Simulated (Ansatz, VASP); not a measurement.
**Al6H: VASP beside Ansatz**

```
CELL_PARAMETERS angstrom
5.71352 0.00000 0.00000
0.00000 5.71352 0.00000
0.00000 0.00000 22.17470
ATOMIC_POSITIONS crystal
Al 0.25000 0.25000 0.18039
Al 0.25000 0.75000 0.18039
Al 0.75000 0.25000 0.18039
Al 0.75000 0.75000 0.18039
Al 0.00000 0.00000 0.27441
Al 0.00000 0.50000 0.27441
Al 0.50000 0.00000 0.27441
Al 0.50000 0.50000 0.27441
Al 0.25000 0.25000 0.36865
Al 0.25000 0.75000 0.36865
Al 0.75000 0.25000 0.36865
Al 0.75000 0.75000 0.36865
H 0.00000 0.89665 0.48590
H 0.00000 0.10335 0.48590
```

Alike in both runs: task single point; functional PBE; k mesh 5 × 5 × 1; occupations gaussian, width 0.1 eV; no spin polarisation.

```csv
,VASP,Ansatz
version,VASP 6.6.1,Ansatz 0.2.0
potentials or method,"VASP PAW PBE potentials, release 64 (Al, H), cutoff 520 eV","scalar-relativistic, plane waves, PAW"
valence electrons in the cell,38,38
```

|  | VASP | Ansatz | Ansatz less VASP |
| --- | --- | --- | --- |
| gap on the k mesh at the Fermi level (eV) | none | none | - |
| rms of the force components (eV/Å) | 0.928 | 0.928 | -0.0004 |
| work function, face that differs most (eV) | 4.50 | 4.50 | -0.004 |

Atom by atom the forces differ by 0.001 eV/Å (rms over components). A gap of «none» marks a metal or a gap that the smearing closes.
